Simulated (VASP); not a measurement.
Write the native input for VASP 6.6.1 that does the following.

| Quantity | Value |
| --- | --- |
| Task | single point |
| Functional | LDA |
| Potentials or basis | VASP PAW LDA potentials, release 64 (Au) |
| Cutoff | 520 eV |
| k mesh | 11 × 11 × 6 |
| Occupations | fermi-dirac, width 0.05 eV |
| Spin | no spin polarisation |
| Dipole correction | no |
| Further INCAR settings | ALGO = Normal; EDIFF = 1e-06; NBANDS = 18 |

The structure of Au lies in POSCAR:

```
Au
1.0
    1.4206566610     -2.5728602271      0.0000000000
    1.4206566610      2.5728602271      0.0000000000
    0.0000000000      0.0000000000      4.9255756512
Au
2
Direct
    0.3346720300      0.6653279700      0.2500000000
    0.6653279700      0.3346720300      0.7500000000
```

This cell differs from its parent crystal: volume scaled by 1.02.

The input as run:

INCAR

```
SYSTEM = Au
PREC     = Accurate       ! precision mode
ENCUT    = 520            ! plane-wave cutoff, eV
EDIFF    = 1E-6           ! SCF threshold, eV
ISMEAR   = -1             ! smearing method
SIGMA    = 0.05           ! smearing width, eV
LREAL    = .False.        ! projectors in reciprocal space
LASPH    = .True.         ! aspherical terms in the spheres
NELM     = 60             ! most SCF steps
ALGO     = Normal         ! electronic algorithm
ISIF     = 2              ! what is computed and relaxed
LWAVE    = .False.        ! write WAVECAR
LCHARG   = .False.        ! write CHGCAR
NBANDS   = 18             ! bands
```

KPOINTS

```
regular mesh
0
Gamma
  11 11 6
  0 0 0
```

Potentials or basis: VASP PAW LDA potentials, release 64 (Au).

Command:

```console
$ cat potpaw_LDA.64/Au/POTCAR > POTCAR
$ mpirun -np 1 vasp_std > vasp.out
```

Results of the run:

| Quantity | Value |
| --- | --- |
| Pressure | -11.8 GPa |
| Largest force | 0.007 eV/Å |
| Band gap on the k mesh | zero (band 11 reaches 11.96 eV, above the bottom of band 12 at 5.88 eV) |

Caveat: spin-orbit coupling is left out, which moves the levels of the heavy elements.

It took 72 s on 1 thread of Intel(R) Xeon(R) Platinum 8175M CPU @ 2.50GHz (Skylake/Cascade Lake), with other jobs on the host, peak memory 0.2 GiB.
